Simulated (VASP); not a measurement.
## SiGe2: relaxation of cell and atoms with PBE

SiGe2:

```xyz
6
Lattice="-2.9480 2.9480 2.5294 2.9480 -2.9480 2.5294 2.9480 2.9480 -2.5294" Properties=species:S:1:pos:R:3 pbc="T T T"
Si    0.0000    0.0000    1.2647
Si    0.0000    0.0000    3.7940
Ge    2.0297    0.9183    2.5294
Ge   -0.9183    2.0297    2.5294
Ge    0.9183    2.0297    0.0000
Ge    3.8663    0.9183    0.0000
```

```json
{
  "Program": "VASP 6.6.1",
  "Task": "relaxation of cell and atoms",
  "Functional": "PBE",
  "Potentials or basis": "VASP PAW PBE potentials, release 64 (Si, Ge_d)",
  "Cutoff": "600 eV",
  "k mesh": "4 × 4 × 4",
  "Occupations": "gaussian, width 0.1 eV",
  "Spin": "no spin polarisation",
  "Dipole correction": "no",
  "Further INCAR settings": "ALGO = Normal; EDIFF = 1e-06; IBRION = 2; EDIFFG = -0.04; NSW = 90; ISIF = 3"
}
```

| Property | Result |
| --- | --- |
| Relaxed volume | 18.29 Å³/atom |
| Relaxed cell | a = 5.267 Å, b = 5.267 Å, c = 5.267 Å, α = 104.56°, β = 104.56°, γ = 119.82° |
| Space group after relaxing (to 0.05 Å) | I4/mcm (No. 140) |
| Energy gained by relaxing | 246.4 meV/atom |
| Ionic steps | 9 |
| Pressure after relaxing | 0.0 GPa |
| Largest force after relaxing | 0.019 eV/Å |
| Band gap on the k mesh | zero (band 32 reaches 8.49 eV, above the bottom of band 33 at 4.96 eV) |

Forces on the atoms (eV/Å):
```
Si   0.000  0.000  0.000
Si   0.000  0.000  0.000
Ge   0.014 -0.014  0.000
Ge   0.014  0.014  0.000
Ge  -0.014  0.014  0.000
Ge  -0.014 -0.014  0.000
```

Stress tensor (GPa, compression positive):
```
-0.07  0.00  0.00
 0.00 -0.07  0.00
 0.00  0.00  0.07
```

Step by step:
```
step  energy change (eV)  largest force (eV/Å)  pressure (GPa)  volume (Å³)
   1              0.0000                0.7245           24.86        87.93
   2             -1.2637                0.2267           -5.12       120.13
   3             -1.4346                0.2852           -0.21       109.60
   4             -1.4345                0.2812           -0.41       110.07
   5             -1.4552                0.2184           -0.20       109.79
   6             -1.4758                0.0125            0.41       109.04
   7             -1.4767                0.0607            0.24       109.20
   8             -1.4768                0.0488            0.24       109.16
   9             -1.4783                0.0192           -0.02       109.71
```

Final structure:
```
Si Ge
1.0
    -3.22272    3.22272    2.64084
     3.22272   -3.22272    2.64084
     3.22272    3.22272   -2.64084
Si Ge
2 4
Direct
  0.25000 0.25000 0.00000
  0.75000 0.75000 0.00000
  0.64744 0.85256 0.50000
  0.85256 0.35256 0.20512
  0.35256 0.14744 0.50000
  0.14744 0.64744 0.79488
```

Levels at points of the mesh, in eV from the Fermi level:
| k point | band 30 | band 31 | band 32 | band 33 | band 34 | band 35 |
| --- | --- | --- | --- | --- | --- | --- |
| (0.00, 0.00, 0.00) | -3.35 | -3.30 | -3.30 | -2.33 | 0.46 | 0.89 |
| (0.50, 0.00, 0.00) | -1.22 | -0.69 | -0.69 | 0.32 | 0.32 | 2.36 |
| (0.50, 0.50, 0.00) | -3.60 | 0.11 | 0.50 | 0.78 | 1.08 | 1.22 |
| (0.50, 0.50, 0.50) | -0.84 | -0.34 | -0.31 | -0.31 | 0.55 | 3.20 |

Run time: 5.4 min on 1 thread of Intel Xeon 6975P-C, on a shared host, peak memory 0.26 GiB.

Caveat: the k points lie up to 0.38 Å⁻¹ apart in the final cell; the volume moved by over 15 % at a fixed basis, so the end points are rough.
